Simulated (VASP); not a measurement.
# ZrC (Cm) in VASP: single point with LDA

Aim: the single point of ZrC with LDA.

Program: VASP 6.6.1. These are calculated values, not measurements. Logs are shortened: lines on timing, memory, paths and dates and some standing lists are left out, and cuts for length are marked.

## (1) The cell of the first run

Symmetry: Cm, No. 8, monoclinic system. The conventional cell has a = 4.641 Å, b = 4.641 Å, c = 3.282 Å, α = 90.00°, β = 135.00°, γ = 90.00°. Zr (site symmetry m) has 6 C at 2.19 to 2.45 Å within 2.9 Å. C (site symmetry m) has 6 Zr at 2.19 to 2.45 Å within 2.9 Å.

## (2) Single point, LDA (atoms displaced along several vibrational modes)

INCAR

```
  ALGO = Normal
  EDIFF = 1E-6
  ENCUT = 520
  GGA = CA
  ISIF = 2
  ISMEAR = 0
  LASPH = T
  LCHARG = F
  LREAL = F
  LWAVE = F
  NBANDS = 15
  NELM = 60
  PREC = Accurate
  SIGMA = 0.15
```

KPOINTS

```
k-points
0
Gamma
  16 16 16
```

POSCAR

```
ZrC
1.0
    0.0000000000      2.3207286109      2.3207286109
    2.3207286109      0.0000000000      2.3207286109
    2.3207286109      2.3207286109      0.0000000000
Zr C
1 1
Direct
    0.4983717077      0.5016282923      0.5048792033
    0.0123668058     -0.0123668058     -0.0370573274
```

Potentials or basis: VASP PAW LDA potentials, release 64 (Zr_sv, C).

Launch:

```
> cat potpaw_LDA.64/Zr_sv/POTCAR potpaw_LDA.64/C/POTCAR > POTCAR
> mpirun -np 1 vasp_std > vasp.out
```

OUTCAR:

```text
EDIFF = 1E-6
   ENCUT = 520
   GGA = CA
   ISIF = 2
   ISMEAR = 0
   LASPH = T
   LREAL = F
   NELM = 60
   PREC = Accurate

 ion  position               nearest neighbor table
   1  0.498  0.502  0.505-   2 2.19   2 2.26   2 2.33   2 2.33   2 2.39   2 2.45
   2  0.012  0.988  0.963-   1 2.19   1 2.26   1 2.33   1 2.33   1 2.39   1 2.45

  LATTYP: Found a face centered cubic cell.
 ALAT       =     4.6414572218

  Lattice vectors:

 A1 = (   0.0000000000,   2.3207286109,   2.3207286109)
 A2 = (   2.3207286109,   0.0000000000,   2.3207286109)
 A3 = (   2.3207286109,   2.3207286109,   0.0000000000)

Analysis of symmetry for initial positions (statically):
=====================================================================
 Subroutine PRICEL returns:
 Original cell was already a primitive cell.

 Routine SETGRP: Setting up the symmetry group for a
 face centered cubic supercell.

 Subroutine GETGRP returns: Found  2 space group operations
 (whereof  2 operations were pure point group operations)
 out of a pool of 48 trial point group operations.

The static configuration has the point symmetry C_1h.

Analysis of symmetry for dynamics (positions and initial velocities):
=====================================================================
 Subroutine PRICEL returns:
 Original cell was already a primitive cell.

 Routine SETGRP: Setting up the symmetry group for a
 face centered cubic supercell.

 Subroutine GETGRP returns: Found  2 space group operations
 (whereof  2 operations were pure point group operations)
 out of a pool of 48 trial point group operations.

The dynamic configuration has the point symmetry C_1h.

 Subroutine INISYM returns: Found  2 space group operations
 (whereof  2 operations are pure point group operations),
 and found     1 'primitive' translations

----------------------------------------------------------------------------------------

                                     Primitive cell

  volume of cell :      24.9979

  direct lattice vectors                    reciprocal lattice vectors
     0.000000000  2.320728611  2.320728611    -0.215449578  0.215449578  0.215449578
     2.320728611  0.000000000  2.320728611     0.215449578 -0.215449578  0.215449578
     2.320728611  2.320728611  0.000000000     0.215449578  0.215449578 -0.215449578

  length of vectors
     3.282005876  3.282005876  3.282005876     0.373169616  0.373169616  0.373169616

  position of ions in fractional coordinates (direct lattice)
     0.498371708  0.501628292  0.504879203
     0.012366806  0.987633194  0.962942673

  ion indices of the primitive-cell ions
   primitive index   ion index
                 1           1
                 2           2

----------------------------------------------------------------------------------------

 KPOINTS: k-points

Automatic generation of k-mesh.
 Grid dimensions read from file:
 generate k-points for:   16   16   16

 Generating k-lattice:

  Cartesian coordinates                     Fractional coordinates (reciprocal lattice)
    -0.013465599  0.013465599  0.013465599     0.062500000  0.000000000  0.000000000
     0.013465599 -0.013465599  0.013465599     0.000000000  0.062500000  0.000000000
     0.013465599  0.013465599 -0.013465599     0.000000000  0.000000000  0.062500000

  Length of vectors
     0.023323101  0.023323101  0.023323101

  Shift w.r.t. Gamma in fractional coordinates (k-lattice)
     0.000000000  0.000000000  0.000000000

 Subroutine IBZKPT returns following result:
 ===========================================

 Found   1098 irreducible k-points:

 Following reciprocal coordinates:
            Coordinates               Weight
  0.000000  0.000000  0.000000      1.000000
  0.062500  0.000000  0.000000      4.000000
  0.000000  0.000000  0.062500      4.000000
  0.125000  0.000000  0.000000      4.000000
  0.000000  0.000000  0.125000      4.000000
  0.187500  0.000000  0.000000      4.000000
[... 16 lines left out ...]
  0.062500  0.000000  0.125000      4.000000
  0.062500  0.062500 -0.062500      4.000000
 [... further k-points ...]
   k-points           NKPTS =   1098   k-points in BZ     NKDIM =   1098   number of bands    NBANDS=     15
   number of dos      NEDOS =    301   number of ions     NIONS =      2
   total plane-waves  NPLWV =  13824
   dimension x,y,z NGX =    24 NGY =   24 NGZ =   24
   dimension x,y,z NGXF=    48 NGYF=   48 NGZF=   48
   ions per type =               1   1
   NGX,Y,Z   is equivalent  to a cutoff of  12.16, 12.16, 12.16 a.u.
   NGXF,Y,Z  is equivalent  to a cutoff of  24.31, 24.31, 24.31 a.u.
 SYSTEM =  unknown system
   PREC   = accura    normal or accurate (medium, high low for compatibility)
   ISTART =      0    job   : 0-new  1-cont  2-samecut
   ICHARG =      2    charge: 1-file 2-atom 10-const
   ISPIN  =      1    spin polarized calculation?
   LNONCOLLINEAR =      F non collinear calculations
   LSORBIT =      F    spin-orbit coupling
   LASPH  =      T    aspherical Exc in radial PAW
   ENCUT  =  520.0 eV  38.22 Ry    6.18 a.u.   6.10  6.10  6.10*2*pi/ulx,y,z
   NELM   =     60;   NELMIN=  2; NELMDL= -5     # of ELM steps
   EDIFF  = 0.1E-05   stopping-criterion for ELM
   LREAL  =      F    real-space projection
   EDIFFG = 0.1E-04   stopping-criterion for IOM
   NSW    =      0    number of steps for IOM
   IBRION =     -1    ionic relax: 0-MD 1-quasi-New 2-CG
   NFREE  =      0    steps in history (QN), initial steepest desc. (CG)
   ISIF   =      2    stress and relaxation
   ISYM   =      2    0-nonsym 1-usesym 2-fastsym
   POTIM  = 0.5000    time-step for ionic-motion
   TEBEG  =    0.0;   TEEND  =   0.0 temperature during run
   PSTRESS=    0.0 pullay stress
   NELECT =      16.0000    total number of electrons
   NUPDOWN=      -1.0000    fix difference up-down
   EMIN   =  10.00;   EMAX   =-10.00  energy-range for DOS
   EFERMI =   0.00;   METHOD = LEGACY
   ISMEAR =     0;   SIGMA  =   0.15  broadening in eV -4-tet -1-fermi 0-gaus
   EFERMI_NEDOS =   21; number of points for ismear=-14 and -15
   IALGO  =     38    algorithm
   IMIX   =      4    mixing-type and parameters
     AMIX     =   0.40;   BMIX     =  1.00
     AMIX_MAG =   1.60;   BMIX_MAG =  1.00
  volume/ion in A,a.u.               =      12.50        84.35
  Fermi-wavevector in a.u.,A,eV,Ry     =   1.410849  2.666118 27.082319  1.990494
  Thomas-Fermi vector in A             =   2.532761
   LORBIT       =      0    0 simple, 1 ext, 2 COOP (PROOUT), +10 PAW based schemes
   GGA     = CA    functional components
   LHFCALC =     F    Hartree Fock is set to
   AEXX    =    0.0000 exact exchange contribution
   IVDW    =     0    specifies the selected vdW correction
   LEPSILON=     F    determine dielectric tensor
   LRPA    =     F    only Hartree local field effects (RPA)
 non-spin polarized calculation
 Gauss-broadening in eV      SIGMA  =   0.15
  energy-cutoff  :      520.00
  volume of cell :       25.00
 maximum number of plane-waves:       692
   NGX = 13   NGY = 13   NGZ = 13

 number of electron      16.0000000 magnetization

 Free energy of the ion-electron system (eV)
  ---------------------------------------------------
  ext. energy  EPLUGINS =         0.00000000
  ---------------------------------------------------
  free energy    TOTEN  =       -21.19817692 eV

  energy without entropy =      -21.19579494  energy(sigma->0) =      -21.19698593

 E-fermi :   9.9734     XC(G=0): -12.5355

 val. band max:        9.9723566874   @ k =   0.5000   0.0000   0.5000
 cond. band min:       9.9801143120   @ k =   0.1250   0.0625   0.0000
 fundamental gap:      0.0077576246
 Fermi energy:         9.9734234124

 k-point     1 :       0.0000    0.0000    0.0000
  band No.  band energies     occupation
      1     -37.7724      2.00000
      2     -15.6129      2.00000
      3     -15.6069      2.00000
      4     -15.6064      2.00000
      5      -1.3641      2.00000
      6       9.9988      0.81119
      7      10.0401      0.52960
      8      10.4072      0.00004
      9      10.9289      0.00000
     10      11.7308      0.00000
     11      11.8103      0.00000
     12      12.9364      0.00000
     13      13.3858      0.00000
     14      17.6524      0.00000
     15      20.3725      0.00000

 k-point     2 :       0.0625    0.0000    0.0000
  band No.  band energies     occupation
      1     -37.7677      2.00000
      2     -15.6522      2.00000
      3     -15.6128      2.00000
      4     -15.6101      2.00000
      5      -1.2675      2.00000
      6       9.4698      2.00000
      7       9.8817      1.61278
      8      10.3535      0.00034
      9      11.0293      0.00000
     10      11.5267      0.00000
     11      11.7744      0.00000
     12      13.4970      0.00000
     13      13.8902      0.00000
     14      17.8369      0.00000
     15      20.6317      0.00000

 k-point     3 :       0.0000    0.0000    0.0625
  band No.  band energies     occupation
      1     -37.7677      2.00000
      2     -15.6500      2.00000
      3     -15.6147      2.00000
      4     -15.6100      2.00000
      5      -1.2683      2.00000
      6       9.5313      1.99997
      7       9.8950      1.54043
      8      10.1370      0.12310
      9      11.0741      0.00000
     10      11.5829      0.00000
     11      11.8772      0.00000
     12      13.5022      0.00000
     13      13.8191      0.00000
     14      17.8419      0.00000
     15      20.6335      0.00000
[... 343 lines left out ...]
 k-point    23 :       0.0625    0.0000    0.1250
  band No.  band energies     occupation
      1     -37.7557      2.00000
      2     -15.7329      2.00000
      3     -15.6382      2.00000
      4     -15.6267      2.00000
      5      -1.0263      2.00000
      6       8.7198      2.00000
      7       9.3597      2.00000
      8       9.8125      1.87076
      9      10.9664      0.00000
     10      11.9031      0.00000
     11      12.3001      0.00000
     12      13.8674      0.00000
     13      14.9592      0.00000
     14      18.3594      0.00000
     15      21.2829      0.00000

 k-point    24 :       0.0625    0.0625   -0.0625
  band No.  band energies     occupation
      1     -37.7557      2.00000
      2     -15.7335      2.00000
      3     -15.6394      2.00000
      4     -15.6251      2.00000
      5      -1.0263      2.00000
      6       8.6768      2.00000
      7       9.4609      2.00000
      8       9.7795      1.93247
      9      11.0794      0.00000
     10      11.7374      0.00000
     11      12.2629      0.00000
     12      13.9152      0.00000
     13      14.9807      0.00000
     14      18.3512      0.00000
     15      21.2819      0.00000

 [... further k-points ...]

------------------------ aborting loop because EDIFF is reached ----------------------------------------

  FORCE on cell =-STRESS in cart. coord.  units (eV):
  Direction    XX          YY          ZZ          XY          YZ          ZX
  --------------------------------------------------------------------------------------
  -------------------------------------------------------------------------------------
  Total        0.8715399      0.2520216      0.0320586     -0.1586116      0.0000000      0.0000000
  in kB       55.8592090     16.1527040      2.0547180    -10.1658205      0.0000000      0.0000000
  external PRESSURE =      24.6888770 kB  Pullay stress =       0.0000000 kB

 VOLUME and BASIS-vectors are now :
 -----------------------------------------------------------------------------
  energy-cutoff  :      520.00
  volume of cell :       25.00
      direct lattice vectors                 reciprocal lattice vectors
     0.000000000  2.320728611  2.320728611    -0.215449578  0.215449578  0.215449578
     2.320728611  0.000000000  2.320728611     0.215449578 -0.215449578  0.215449578
     2.320728611  2.320728611  0.000000000     0.215449578  0.215449578 -0.215449578

 POSITION                                       TOTAL-FORCE (eV/Angst)
 -----------------------------------------------------------------------------------
      2.33583      2.32827      2.32073        -1.013686     -0.468188      0.000000
      4.52676      2.26343      2.32073         1.013686      0.468188      0.000000
 -----------------------------------------------------------------------------------
    total drift:                               -0.000220     -0.000095     -0.000000

  FREE ENERGIE OF THE ION-ELECTRON SYSTEM (eV)
  ---------------------------------------------------
  free  energy   TOTEN  =       -21.1981769247 eV

  energy  without entropy=      -21.1957949351  energy(sigma->0) =      -21.19698593
```

Run time: 5.4 min. Hardware: 1 thread of AMD EPYC 7R43 (Zen 3), shared host; peak memory 0.45 GiB.

Results:

```yaml
Free_energy: -21.1982 eV
Pressure: 2.5 GPa
Largest_force: 1.117 eV/Å
Band_gap_on_the_k_mesh: zero (bands 8 and 9 overlap by 0.74 eV)
```

Forces in eV/Å, atoms in the order of the input:
```
Zr  -1.014 -0.468  0.000
C    1.014  0.468  0.000
```

Levels at points of the mesh, in eV from the Fermi level:
| k point | band 4 | band 5 | band 6 | band 7 | band 8 | band 9 | band 10 | band 11 | band 12 | band 13 |
| --- | --- | --- | --- | --- | --- | --- | --- | --- | --- | --- |
| (0.00, 0.00, 0.00) | -25.58 | -11.34 | 0.03 | 0.07 | 0.43 | 0.96 | 1.76 | 1.84 | 2.96 | 3.41 |
| (0.50, 0.00, 0.00) | -25.67 | -8.03 | -5.51 | -3.11 | -3.05 | 4.50 | 4.56 | 5.41 | 6.46 | 10.08 |
| (0.00, 0.00, 0.50) | -25.67 | -8.06 | -5.49 | -3.16 | -3.13 | 4.53 | 4.60 | 5.40 | 6.67 | 10.26 |
| (0.50, 0.50, 0.00) | -25.91 | -10.18 | -2.36 | -2.04 | -0.04 | 0.48 | 4.71 | 5.81 | 5.81 | 8.40 |
| (0.00, 0.50, 0.50) | -25.91 | -10.17 | -2.10 | -1.96 | 0.03 | 0.13 | 4.61 | 5.81 | 5.81 | 8.06 |
| (0.50, 0.00, 0.50) | -25.91 | -10.18 | -2.31 | -2.02 | 0.00 | 0.38 | 4.69 | 5.81 | 5.81 | 8.33 |

Caveat: the cell differs from its parent crystal (atoms displaced along several vibrational modes); the stress differs along the axes, from 0 to 6 GPa; forces of over 1 eV/Å act on the atoms, so gaps and moduli don't describe the material at rest.
